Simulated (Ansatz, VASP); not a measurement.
# GaN: VASP beside Ansatz

```
Ga N
1.0
     3.18000    0.00000    0.00000
    -1.59000    2.75396    0.00000
     0.00000    0.00000    5.16600
Ga N
2 2
Direct
  0.30177 0.64356 0.00000
  0.69823 0.35644 0.50000
  0.35887 0.68536 0.37500
  0.64113 0.31464 0.87500
```

Change from the starting cell: mode 4 (140.5 1/cm) frozen in, largest displacement +0.090 Å.

Alike in both runs: task single point; functional r2SCAN; k mesh 12 × 12 × 6; occupations gaussian, width 0.05 eV; no spin polarisation.

```csv
,VASP,Ansatz
version,VASP 6.6.1,Ansatz 0.2.0
potentials or method,"VASP PAW PBE potentials, release 64 (Ga_d, N), cutoff 520 eV","scalar-relativistic, plane waves, PAW"
valence electrons in the cell,36,36
```

|  | VASP | Ansatz | Ansatz less VASP |
| --- | --- | --- | --- |
| gap on the k mesh at the Fermi level (eV) | 2.28 | 2.28 | +0.007 |
| least direct gap on the mesh (eV) | 2.28 | 2.28 | +0.007 |
| pressure (GPa) | 2.0 | 0.9 | -1.10 |
| traceless stress, the component that is largest in VASP (GPa) | 1.28 | 1.24 | -0.041 |
| rms of the force components (eV/Å) | 0.204 | 0.203 | -0.0006 |

VASP's potentials were made for PBE, not for r2SCAN. Atom by atom the forces differ by 0.005 eV/Å (rms over components).
